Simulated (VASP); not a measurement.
**HfC (zincblende type): relaxation of cell and atoms with PBE**

The system is HfC (zincblende type).

```
Hf C
1.0
     0.00000    2.12730    2.12730
     2.12730    0.00000    2.12730
     2.12730    2.12730    0.00000
Hf C
1 1
Direct
  0.00000 0.00000 0.00000
  0.25000 0.25000 0.25000
```

```yaml
Program: VASP 6.6.1
Task: relaxation of cell and atoms
Functional: PBE
Potentials_or_basis: VASP PAW PBE potentials, release 64 (Hf_pv, C)
Cutoff: 600 eV
k_mesh: 15 × 15 × 15
Occupations: fermi-dirac, width 0.1 eV
Spin: no spin polarisation
Target_pressure: 170 GPa
Dipole_correction: no
Further_INCAR_settings: ALGO = Normal; EDIFF = 1e-06; IBRION = 2; EDIFFG = -0.005; NSW = 60; ISIF = 3
```

```yaml
Relaxed_volume: 10.03 Å³/atom
Relaxed_cell: a = 3.050 Å, b = 3.050 Å, c = 3.050 Å, α = 60.00°, β = 60.00°, γ = 60.00°
Space_group_after_relaxing_to_0.1_Å: F-43m (No. 216)
Energy_change_on_relaxing_the_run_minimises_the_enthalpy: -466.1 meV/atom
Ionic_steps: 4
Pressure_after_relaxing: 169.9 GPa
Band_gap_on_the_k_mesh: zero (bands 7 and 8 overlap by 0.13 eV)
```

The path:
| step | energy change (eV) | largest force (eV/Å) | pressure (GPa) | volume (Å³) |
| --- | --- | --- | --- | --- |
| 1 | 0.0000 | 0.0000 | 198.84 | 19.25 |
| 2 | -4.0562 | 0.0000 | 68.65 | 24.50 |
| 3 | -1.0211 | 0.0000 | 167.18 | 20.15 |
| 4 | -0.9323 | 0.0000 | 169.93 | 20.07 |

Final structure:
```
Hf C
1.0
     0.00000    2.15679    2.15679
     2.15679    0.00000    2.15679
     2.15679    2.15679    0.00000
Hf C
1 1
Cartesian
  0.0000 0.0000 0.0000
  1.0784 1.0784 1.0784
```

Levels at points of the mesh, in eV from the Fermi level:
```csv
k point,band 3,band 4,band 5,band 6,band 7,band 8,band 9,band 10,band 11
"(0.00, 0.00, 0.00)",-28.47,-12.98,-4.62,-4.62,-4.62,4.40,4.40,4.94,11.65
```

Wall time 2.2 min on 1 thread of Intel Xeon 8259CL (shared host), peak memory 0.18 GiB.

Caveat: the cell is relaxed towards a set pressure, so the run minimises the enthalpy, not the energy; spin-orbit coupling is left out, which moves the levels of the heavy elements.
